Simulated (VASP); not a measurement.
# Co2Si6Ni in VASP: notebook

Co2Si6Ni is run at these levels: PBE; tasks: single point.

All numbers are computed with VASP 6.6.1; they aren't measurements. Logs are shortened: lines on timing, memory, paths and dates and some standing lists are left out, and cuts for length are marked.

## 1. The cell of the first run

The typed cell holds 9 atoms: a = 3.791 Å, b = 3.791 Å, c = 9.355 Å, α = 89.96°, β = 90.04°, γ = 119.97°.

## 2. Single point, PBE

File INCAR:

```
SYSTEM = Co2Si6Ni
PREC = Accurate
ENCUT = 520
EDIFF = 1E-7
ISMEAR = 0
SIGMA = 0.2
LREAL = .False.
LASPH = .True.
NELM = 80
ALGO = Normal
ISIF = 2
LWAVE = .False.
LCHARG = .False.
GGA = PE
NBANDS = 36
```

File KPOINTS:

```
Automatic mesh
0
Gamma
  6 6 4
  0 0 0
```

File POSCAR:

```
Co2Si6Ni
1.0
    3.7907907712      0.0006773959     -0.0014759127
   -1.8948032387      3.2840156990      0.0014908943
   -0.0034259413      0.0020197741      9.3549953968
Co Si Ni
2 6 1
Direct
    0.6666597554      0.3333659370      0.8323645498
    0.3333619146      0.6666615887      0.1676354619
   -0.0000602269      0.0000072018      0.7545920944
    0.3332847378      0.6666122553      0.4116877418
    0.6666424895      0.3333049911      0.0807809248
    0.6666892969      0.3333524241      0.5883094281
    0.0000770485      0.0000195053      0.2454063523
    0.3333721476      0.6667136080      0.9192248862
   -0.0000271633     -0.0000375114      0.4999985607
```

Potentials or basis: VASP PAW PBE potentials, release 64 (Co, Si, Ni).

Launch:

```console
$ cat potpaw_PBE.64/Co/POTCAR potpaw_PBE.64/Si/POTCAR potpaw_PBE.64/Ni/POTCAR > POTCAR
$ mpirun -np 1 vasp_std > vasp.out
```

OUTCAR:

```text
SYSTEM = Co2Si6Ni
   PREC = Accurate
   ENCUT = 520
   EDIFF = 1E-7
   ISMEAR = 0
   LREAL = .False.
   LASPH = .True.
   NELM = 80
   ISIF = 2
   GGA = PE

 ion  position               nearest neighbor table
   1  0.667  0.333  0.832-   6 2.28   3 2.31   3 2.31   3 2.31   5 2.32   8 2.33   8 2.34   8 2.34

   2  0.333  0.667  0.168-   4 2.28   7 2.31   7 2.31   7 2.31   8 2.32   5 2.33   5 2.34   5 2.34

   3  1.000  0.000  0.755-   1 2.31   1 2.31   1 2.31   9 2.38   8 2.68   8 2.68   8 2.68   6 2.68
                             6 2.69   6 2.69
   4  0.333  0.667  0.412-   2 2.28   9 2.34   9 2.34   9 2.34   7 2.68   7 2.69   7 2.69   6 2.74
                             6 2.74   6 2.74
   5  0.667  0.333  0.081-   1 2.32   2 2.33   2 2.34   2 2.34   8 2.66   8 2.66   8 2.66   7 2.68
                             7 2.68   7 2.68
   6  0.667  0.333  0.588-   1 2.28   9 2.34   9 2.34   9 2.34   3 2.68   3 2.69   3 2.69   4 2.74
                             4 2.74   4 2.74
   7  0.000  0.000  0.245-   2 2.31   2 2.31   2 2.31   9 2.38   5 2.68   5 2.68   5 2.68   4 2.68
                             4 2.69   4 2.69
   8  0.333  0.667  0.919-   2 2.32   1 2.33   1 2.34   1 2.34   5 2.66   5 2.66   5 2.66   3 2.68
                             3 2.68   3 2.68
   9  1.000  1.000  0.500-   4 2.34   6 2.34   6 2.34   4 2.34   4 2.34   6 2.34   7 2.38   3 2.38

  LATTYP: Found a triclinic cell.
 ALAT       =     3.7914430824
 B/A-ratio  =     1.0003107962
 C/A-ratio  =     3.0131786474
 COS(alpha) =     0.0001076530
 COS(beta)  =     0.4970279367
 COS(gamma) =     0.5003272864

  Lattice vectors:

 A1 = (  -1.8948032387,   3.2840156990,   0.0014908943)
 A2 = (   1.8959875325,   3.2846930949,   0.0000149816)
 A3 = (  -5.6821680686,   3.2813185290,  -9.3520285898)

Analysis of symmetry for initial positions (statically):
=====================================================================
 Subroutine PRICEL returns:
 Original cell was already a primitive cell.

 Routine SETGRP: Setting up the symmetry group for a
 triclinic supercell.

 Subroutine GETGRP returns: Found  1 space group operations
 (whereof  1 operations were pure point group operations)
 out of a pool of  2 trial point group operations.

The static configuration has the point symmetry C_1 .

Analysis of symmetry for dynamics (positions and initial velocities):
=====================================================================
 Subroutine PRICEL returns:
 Original cell was already a primitive cell.

 Routine SETGRP: Setting up the symmetry group for a
 triclinic supercell.

 Subroutine GETGRP returns: Found  1 space group operations
 (whereof  1 operations were pure point group operations)
 out of a pool of  2 trial point group operations.

The dynamic configuration has the point symmetry C_1 .

 Subroutine INISYM returns: Found  1 space group operations
 (whereof  1 operations are pure point group operations),
 and found     1 'primitive' translations

----------------------------------------------------------------------------------------

                                     Primitive cell

  volume of cell :     116.4725

  direct lattice vectors                    reciprocal lattice vectors
     3.790790771  0.000677396 -0.001475913     0.263770032  0.152189350  0.000063738
    -1.894803239  3.284015699  0.001490894    -0.000054434  0.304473866 -0.000065757
    -0.003425941  0.002019774  9.354995397     0.000041623 -0.000024513  0.106894782

  length of vectors
     3.790791119  3.791443082  9.354996242     0.304526242  0.304473878  0.106894793

  position of ions in fractional coordinates (direct lattice)
     0.666659755  0.333365937  0.832364550
     0.333361915  0.666661589  0.167635462
     0.999939773  0.000007202  0.754592094
     0.333284738  0.666612255  0.411687742
     0.666642489  0.333304991  0.080780925
     0.666689297  0.333352424  0.588309428
     0.000077049  0.000019505  0.245406352
     0.333372148  0.666713608  0.919224886
     0.999972837  0.999962489  0.499998561

  ion indices of the primitive-cell ions
   primitive index   ion index
                 1           1
                 2           2
                 3           3
                 4           4
                 5           5
                 6           6
                 7           7
                 8           8
                 9           9

----------------------------------------------------------------------------------------

 KPOINTS: Automatic mesh

Automatic generation of k-mesh.
 Grid dimensions read from file:
 generate k-points for:    6    6    4

 Generating k-lattice:

  Cartesian coordinates                     Fractional coordinates (reciprocal lattice)
     0.043961672  0.025364892  0.000010623     0.166666667  0.000000000 -0.000000000
    -0.000009072  0.050745644 -0.000010959    -0.000000000  0.166666667  0.000000000
[... 45 lines left out ...]
   EDIFFG = 0.1E-05   stopping-criterion for IOM
   NSW    =      0    number of steps for IOM
   IBRION =     -1    ionic relax: 0-MD 1-quasi-New 2-CG
   NFREE  =      0    steps in history (QN), initial steepest desc. (CG)
   ISIF   =      2    stress and relaxation
   ISYM   =      2    0-nonsym 1-usesym 2-fastsym
   POTIM  = 0.5000    time-step for ionic-motion
   TEBEG  =    0.0;   TEEND  =   0.0 temperature during run
   PSTRESS=    0.0 pullay stress
   NELECT =      52.0000    total number of electrons
   NUPDOWN=      -1.0000    fix difference up-down
   EMIN   =  10.00;   EMAX   =-10.00  energy-range for DOS
   EFERMI =   0.00;   METHOD = LEGACY
   ISMEAR =     0;   SIGMA  =   0.20  broadening in eV -4-tet -1-fermi 0-gaus
   EFERMI_NEDOS =   21; number of points for ismear=-14 and -15
   IALGO  =     38    algorithm
   IMIX   =      4    mixing-type and parameters
     AMIX     =   0.40;   BMIX     =  1.00
     AMIX_MAG =   1.60;   BMIX_MAG =  1.00
  volume/ion in A,a.u.               =      12.94        87.33
  Fermi-wavevector in a.u.,A,eV,Ry     =   1.251223  2.364469 21.300735  1.565560
  Thomas-Fermi vector in A             =   2.385181
   LORBIT       =      0    0 simple, 1 ext, 2 COOP (PROOUT), +10 PAW based schemes
   GGA     = PE    functional components
   LHFCALC =     F    Hartree Fock is set to
   AEXX    =    0.0000 exact exchange contribution
   IVDW    =     0    specifies the selected vdW correction
   LEPSILON=     F    determine dielectric tensor
   LRPA    =     F    only Hartree local field effects (RPA)
 non-spin polarized calculation
 Gauss-broadening in eV      SIGMA  =   0.20
  energy-cutoff  :      520.00
  volume of cell :      116.47
 maximum number of plane-waves:      3149
   NGX = 15   NGY = 15   NGZ = 35

 number of electron      51.9999999 magnetization

 Free energy of the ion-electron system (eV)
  ---------------------------------------------------
  ext. energy  EPLUGINS =         0.00000000
  ---------------------------------------------------
  free energy    TOTEN  =       -56.21144399 eV

  energy without entropy =      -56.16646992  energy(sigma->0) =      -56.18895696

 E-fermi :  10.1134     XC(G=0): -11.6870

 val. band max:       10.1026776129   @ k =  -0.0000   0.3333   0.2500
 cond. band min:      10.1326350997   @ k =   0.1667   0.1667   0.5000
 fundamental gap:      0.0299574868
 Fermi energy:        10.1133683990

 k-point     1 :       0.0000    0.0000    0.0000
  band No.  band energies     occupation
      1      -3.1662      2.00000
      2      -1.5622      2.00000
      3      -1.5298      2.00000
      4       2.6947      2.00000
      5       2.7228      2.00000
      6       5.5896      2.00000
[... 28 lines left out ...]
     35      13.3805      0.00000
     36      13.5415      0.00000

 k-point     2 :       0.1667    0.0000   -0.0000
  band No.  band energies     occupation
      1      -2.7945      2.00000
      2      -1.2062      2.00000
      3      -1.1750      2.00000
      4       2.8253      2.00000
      5       2.9013      2.00000
      6       4.9547      2.00000
[... 28 lines left out ...]
     35      14.6914      0.00000
     36      14.7562      0.00000
[... 817 lines left out ...]
     35      14.6986      0.00000
     36      16.0703      0.00000

 k-point    24 :       0.5000   -0.0000    0.2500
  band No.  band energies     occupation
      1       0.0295      2.00000
      2       0.0998      2.00000
      3       0.6768      2.00000
      4       0.9574      2.00000
      5       2.1424      2.00000
      6       3.0810      2.00000
[... 28 lines left out ...]
     35      14.7942      0.00000
     36      15.0659      0.00000

 [... further k-points ...]
[... 5 lines left out ...]
  --------------------------------------------------------------------------------------
  -------------------------------------------------------------------------------------
  Total        0.0335675     -0.0000955      0.0127103     -0.0087414     -0.0139744      0.0287603
  in kB        0.4617487     -0.0013133      0.1748410     -0.1202460     -0.1922290      0.3956224
  external PRESSURE =       0.2117588 kB  Pullay stress =       0.0000000 kB

 VOLUME and BASIS-vectors are now :
 -----------------------------------------------------------------------------
  energy-cutoff  :      520.00
  volume of cell :      116.47
      direct lattice vectors                 reciprocal lattice vectors
     3.790790771  0.000677396 -0.001475913     0.263770032  0.152189350  0.000063738
    -1.894803239  3.284015699  0.001490894    -0.000054434  0.304473866 -0.000065757
    -0.003425941  0.002019774  9.354995397     0.000041623 -0.000024513  0.106894782

 POSITION                                       TOTAL-FORCE (eV/Angst)
 -----------------------------------------------------------------------------------
      1.89265      1.09691      7.78628        -0.000168     -0.000010      0.003869
     -0.00006      2.18989      1.56873         0.000012     -0.000148     -0.003683
      3.78796      0.00223      7.05773         0.000160     -0.000015     -0.002587
     -0.00110      2.19022      3.85184         0.000134     -0.000114      0.002008
      1.89528      1.09519      0.75522         0.000101      0.000180     -0.001891
      1.89363      1.09637      5.50315        -0.000220     -0.000206     -0.001841
     -0.00059      0.00056      2.29578        -0.000090     -0.000258      0.002648
     -0.00270      2.19158      8.59985        -0.000083     -0.000048      0.001433
      1.89424      3.28558      4.67750         0.000154      0.000619      0.000045
 -----------------------------------------------------------------------------------
    total drift:                               -0.000000     -0.000001     -0.000003

  FREE ENERGIE OF THE ION-ELECTRON SYSTEM (eV)
  ---------------------------------------------------
  free  energy   TOTEN  =       -56.2114439901 eV

  energy  without entropy=      -56.1664699221  energy(sigma->0) =      -56.18895696
```

Wall time 4.6 min (1 thread of Intel Xeon 6975P-C (Granite Rapids), shared host); peak memory 0.43 GiB.

Results:

```
Free energy            : -56.2114 eV
Pressure               : 0.0 GPa
Largest force          : 0.004 eV/Å
Band gap on the k mesh : zero (band 26 reaches 12.37 eV, above the bottom of band 27 at 9.29 eV)
```

Forces on the atoms (eV/Å):
```
Co   0.000  0.000  0.004
Co   0.000  0.000 -0.004
Si   0.000  0.000 -0.003
Si   0.000  0.000  0.002
Si   0.000  0.000 -0.002
Si   0.000  0.000 -0.002
Si   0.000  0.000  0.003
Si   0.000  0.000  0.001
Ni   0.000  0.001  0.000
```

Levels at points of the mesh, in eV from the Fermi level:
```csv
k point,band 24,band 25,band 26,band 27,band 28,band 29,band 30,band 31
"(0.00, 0.00, 0.00)",0.22,0.45,2.26,2.40,2.72,2.72,2.87,3.04
"(0.50, 0.00, 0.00)",-1.32,-1.15,-0.97,-0.83,0.80,1.61,2.01,2.52
"(0.00, 0.50, 0.00)",-1.32,-1.15,-0.97,-0.83,0.80,1.61,2.01,2.52
"(0.50, 0.50, 0.00)",-1.32,-1.15,-0.97,-0.83,0.79,1.60,2.00,2.52
"(0.00, 0.00, 0.50)",1.43,1.43,1.51,1.57,1.68,1.68,2.56,2.97
"(0.50, 0.00, 0.50)",-1.37,-1.31,-0.79,-0.66,0.89,1.64,2.43,2.90
"(0.00, 0.50, 0.50)",-1.37,-1.31,-0.79,-0.66,0.89,1.64,2.43,2.91
"(0.50, 0.50, 0.50)",-1.37,-1.31,-0.78,-0.66,0.89,1.63,2.43,2.90
```

Spin polarisation is off, so any magnetic state and its effect on volume and gap are missing.

## 3. Single point, PBE, collinear spin, ferromagnetic start

File INCAR:

```
  PREC = Accurate
  ENCUT = 520
  EDIFF = 1E-7
  ISMEAR = 0
  SIGMA = 0.1
  LREAL = F
  LASPH = T
  NELM = 150
  ALGO = Normal
  ISIF = 2
  LWAVE = F
  LCHARG = T
  ISPIN = 2
  MAGMOM = 3 3 0 0 0 0 0 0 2
  LORBIT = 11
  LMAXMIX = 4
  GGA = PE
  LELF = T
  LVHAR = T
  NBANDS = 40
```

File KPOINTS:

```
Automatic mesh
0
Gamma
  6 6 2
```

File POSCAR:

```
Co2Si6Ni
1.0
    3.7720464776     -0.0000000028      0.0000000000
   -1.8860232364      3.2666880753      0.0000000000
    0.0000000000      0.0000000000      9.4622615683
Co Si Ni
2 6 1
Direct
    0.6666666667      0.3333333333      0.8325737427
    0.3333333333      0.6666666667      0.1674262573
    0.0000000000      0.0000000000      0.7525468531
    0.3333333333      0.6666666667      0.4097111723
    0.6666666667      0.3333333333      0.0790862983
    0.6666666667      0.3333333333      0.5902888277
    0.0000000000      0.0000000000      0.2474531469
    0.3333333333      0.6666666667      0.9209137017
    0.0000000000      0.0000000000      0.5000000000
```

Potentials or basis: VASP PAW PBE potentials, release 64 (Co, Si, Ni).

Launch:

```console
$ cat potpaw_PBE.64/Co/POTCAR potpaw_PBE.64/Si/POTCAR potpaw_PBE.64/Ni/POTCAR > POTCAR
$ mpirun -np 1 vasp_std > vasp.out
```

It took 96 s on 1 thread of Intel Xeon 6975P-C (Granite Rapids), shared host; peak memory 0.31 GiB.

Results (log left out):

```yaml
Free_energy: -56.1641 eV
Pressure: -0.2 GPa
Largest_force: 0.009 eV/Å
Band_gap_on_the_k_mesh: zero (filled and empty bands overlap)
Net_moment: 0.00 μB per cell
Valence_electrons_inside_the_program's_atomic_spheres: Co 8.86; Si 1.59, 1.58; Ni 9.78
```

Forces in eV/Å, atoms in the order of the input:
```
Co   0.000  0.000  0.000
Co   0.000  0.000  0.000
Si   0.000  0.000  0.009
Si   0.000  0.000  0.002
Si   0.000  0.000  0.004
Si   0.000  0.000 -0.002
Si   0.000  0.000 -0.009
Si   0.000  0.000 -0.004
Ni   0.000  0.000  0.000
```

Levels at points of the mesh, in eV from the Fermi level:
Spin up:
```
           k point  band 22  band 23  band 24  band 25  band 26  band 27  band 28  band 29  band 30  band 31
(0.00, 0.00, 0.00)     0.09     0.25     0.25     0.41     2.37     2.55     2.81     2.81     2.82     2.85
(0.50, 0.00, 0.00)    -1.80    -1.65    -1.38    -1.09    -0.91    -0.90     0.81     1.63     2.03     2.53
(0.00, 0.00, 0.50)    -0.65    -0.31     1.48     1.48     1.62     1.68     1.73     1.73     2.77     3.09
(0.50, 0.00, 0.50)    -1.70    -1.63    -1.37    -1.36    -0.93    -0.53     0.93     1.66     2.36     2.80
```
Spin down:
| k point | band 22 | band 23 | band 24 | band 25 | band 26 | band 27 | band 28 | band 29 | band 30 | band 31 |
| --- | --- | --- | --- | --- | --- | --- | --- | --- | --- | --- |
| (0.00, 0.00, 0.00) | 0.09 | 0.25 | 0.25 | 0.41 | 2.37 | 2.55 | 2.81 | 2.81 | 2.82 | 2.85 |
| (0.50, 0.00, 0.00) | -1.80 | -1.65 | -1.38 | -1.09 | -0.91 | -0.90 | 0.81 | 1.63 | 2.03 | 2.53 |
| (0.00, 0.00, 0.50) | -0.65 | -0.31 | 1.48 | 1.48 | 1.62 | 1.68 | 1.73 | 1.73 | 2.77 | 3.09 |
| (0.50, 0.00, 0.50) | -1.70 | -1.63 | -1.37 | -1.36 | -0.93 | -0.53 | 0.93 | 1.66 | 2.36 | 2.80 |

Caveat: the starting moments collapsed, and a magnetic state may lie lower.

## 4. Single point, PBE, collinear spin, ferromagnetic start

This run uses another cell than the first one, of 13.57 Å³/atom, 1.049 times its volume.

File INCAR:

```
PREC     = Accurate       # precision mode
ENCUT    = 520            # plane-wave cutoff, eV
EDIFF    = 1E-6           # SCF threshold, eV
ISMEAR   = 0              # smearing method
SIGMA    = 0.1            # smearing width, eV
LREAL    = F              # projectors in reciprocal space
LASPH    = T              # aspherical terms in the spheres
NELM     = 150            # most SCF steps
ALGO     = Normal         # electronic algorithm
ISIF     = 2              # what is computed and relaxed
LWAVE    = F              # write WAVECAR
LCHARG   = F              # write CHGCAR
ISPIN    = 2              # spin polarisation
MAGMOM   = 3 3 0 0 0 0 0 0 2 # initial moments
LORBIT   = 11             # projections on sites
LMAXMIX  = 4              # l up to which the mixer works
GGA      = PE             # functional
NBANDS   = 40             # bands
```

File KPOINTS:

```
regular mesh
0
Gamma
  6 6 2
```

File POSCAR:

```
Co2Si6Ni
1.0
    3.8615493100      0.0000000000      0.0000000000
   -1.9307746500      3.3441998000      0.0000000000
    0.0000000000      0.0000000000      9.4588254200
Co Si Ni
2 6 1
Direct
    0.6666666700      0.3333333300      0.8333333300
    0.3333333300      0.6666666700      0.1666666700
    0.0000000000      0.0000000000      0.7500000000
    0.3333333300      0.6666666700      0.4166666700
    0.6666666700      0.3333333300      0.0833333300
    0.6666666700      0.3333333300      0.5833333300
    0.0000000000      0.0000000000      0.2500000000
    0.3333333300      0.6666666700      0.9166666700
    0.0000000000      0.0000000000      0.5000000000
```

Launch:

```console
$ cat potpaw_PBE.64/Co/POTCAR potpaw_PBE.64/Si/POTCAR potpaw_PBE.64/Ni/POTCAR > POTCAR
$ mpirun -np 1 vasp_std > vasp.out
```

Wall time 2 min (1 thread of Intel Xeon 6975P-C (Granite Rapids), shared host); peak memory 0.33 GiB.

Results (log left out):

| Quantity | Value |
| --- | --- |
| Free energy | -55.9363 eV |
| Pressure | -7.0 GPa |
| Largest force | 0.628 eV/Å |
| Band gap on the k mesh | zero (filled and empty bands overlap) |
| Net moment | 0.00 μB per cell |
| Valence electrons inside the program's atomic spheres | Co 8.70; Si 1.56; Ni 9.73 |

Forces on the atoms (eV/Å):
```
Co   0.000  0.000 -0.488
Co   0.000  0.000  0.488
Si   0.000  0.000  0.459
Si   0.000  0.000 -0.628
Si   0.000  0.000 -0.251
Si   0.000  0.000  0.628
Si   0.000  0.000 -0.459
Si   0.000  0.000  0.251
Ni   0.000  0.000  0.000
```

Stress tensor (GPa, compression positive):
```
-8.29  0.00  0.00
 0.00 -8.29  0.00
 0.00  0.00 -4.56
```

Levels at points of the mesh, in eV from the Fermi level:
Spin up:
| k point | band 24 | band 25 | band 26 | band 27 | band 28 | band 29 |
| --- | --- | --- | --- | --- | --- | --- |
| (0.00, 0.00, 0.00) | 0.21 | 0.21 | 2.03 | 2.06 | 2.46 | 2.46 |
| (0.50, 0.00, 0.00) | -1.10 | -0.97 | -0.92 | -0.71 | 0.63 | 1.57 |
| (0.00, 0.00, 0.50) | 1.13 | 1.34 | 1.40 | 1.40 | 1.62 | 1.62 |
| (0.50, 0.00, 0.50) | -1.17 | -1.12 | -0.61 | -0.61 | 0.69 | 1.56 |
Spin down:
```tsv
k point	band 22	band 23	band 24	band 25	band 26	band 27	band 28	band 29	band 30	band 31
(0.00, 0.00, 0.00)	0.13	0.13	0.21	0.21	2.03	2.06	2.46	2.46	2.80	3.12
(0.50, 0.00, 0.00)	-1.62	-1.50	-1.10	-0.97	-0.92	-0.71	0.63	1.57	1.85	2.60
(0.00, 0.00, 0.50)	-0.43	-0.04	1.13	1.34	1.40	1.40	1.62	1.62	2.36	2.78
(0.50, 0.00, 0.50)	-1.44	-1.42	-1.17	-1.12	-0.61	-0.61	0.69	1.56	2.37	2.87
```

Caveat: the starting moments collapsed, and a magnetic state may lie lower.
